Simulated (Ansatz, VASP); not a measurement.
# Ge: VASP beside Ansatz

POSCAR

```
Ge
1.0
    5.8734589974     -0.0000002531     -0.0000002440
    4.4556413102      3.6382413398     -0.0000001878
    1.4178180022      0.1655267135      3.6344740889
Ge
4
Direct
    0.7818670000      0.7818670000      0.2181330000
    0.2181330000      0.2181330000      0.7818670000
    0.2735100000      0.7264900000      0.2735100000
    0.7264900000      0.2735100000      0.7264900000
```

File INCAR.step1:

```
PREC = Accurate
ENCUT = 520
ISMEAR = -1
SIGMA = 0.1
LREAL = F
LASPH = T
NELM = 80
NBANDS = 36
GGA = PE
ALGO = Normal
EDIFF = 1E-4
LWAVE = T
LCHARG = F
```

Contents of INCAR.step2:

```
PREC = Accurate
ENCUT = 520
EDIFF = 1E-7
ISMEAR = -1
SIGMA = 0.1
LREAL = F
LASPH = T
NELM = 80
ALGO = Normal
ISIF = 2
LWAVE = F
LCHARG = F
METAGGA = R2SCAN
LMIXTAU = T
NBANDS = 36
ISTART = 1
```

KPOINTS

```
regular mesh
0
Gamma
  7 7 7
```

Input for Ansatz:

```yaml
crystal:
  lattice:
    a: 5.873459
    b: 5.752351
    c: 3.904742
    alpha: 72.05753
    beta: 68.7092
    gamma: 39.23326
  atoms:
    - { symbol: Ge, position: [0.781867, 0.781867, 0.218133] }
    - { symbol: Ge, position: [0.218133, 0.218133, 0.781867] }
    - { symbol: Ge, position: [0.27351, 0.72649, 0.27351] }
    - { symbol: Ge, position: [0.72649, 0.27351, 0.72649] }
basis:
  ecutwfc: 500.0
kpoints:
  mp_grid:
    grid: [7, 7, 7]
hamiltonian:
  xc: r2scan
scf:
  occupations:
    method: fermi_dirac
output:
  stress: true
```

Alike in both runs: task single point; functional r2SCAN; k mesh 7 × 7 × 7; no spin polarisation.

|  | VASP | Ansatz |
| --- | --- | --- |
| version | VASP 6.6.1 | Ansatz 0.2.0 |
| potentials or method | VASP PAW PBE potentials, release 64 (Ge_d), cutoff 520 eV | plane waves, PAW |
| occupations | fermi-dirac, width 0.1 eV | fermi-dirac |
| valence electrons in the cell | 56 | 56 |

Ansatz gave:

- pressure (GPa): -2.4
- traceless stress, the component that is largest in VASP (GPa): -0.52

Task: Which values does VASP return?

Result: Pressure (GPa): -2.5; traceless stress, the component that is largest in VASP (GPa): -0.52.

VASP's potentials were made for PBE, not for r2SCAN.
